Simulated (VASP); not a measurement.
The system is Sc.

```xyz
1
Lattice="0.0000 2.2600 2.2600 2.2600 0.0000 2.2600 2.2600 2.2600 0.0000" Properties=species:S:1:pos:R:3 pbc="T T T"
Sc    0.0000    0.0000    0.0000
```

Base run:

```yaml
Program: VASP 6.6.1
Functional: PBE
Potentials_or_basis: VASP PAW PBE potentials, release 64 (Sc_sv)
Cutoff: 520 eV
k_mesh: 10 × 10 × 10
Occupations: fermi-dirac, width 0.05 eV
Spin: no spin polarisation
```

Its results: pressure 3.8 GPa.

Task: The run is repeated on the same cell with these changes: functional from PBE to PBEsol; further incar settings from ALGO = Normal; EDIFF = 1e-07; NBANDS = 12 to ALGO = Normal; EDIFF = 1e-06; NBANDS = 12. What comes out?

Result: Pressure 1.3 GPa.

Caveats: the PAW data sets were made with another functional, which shifts forces and pressure a little (some runs).
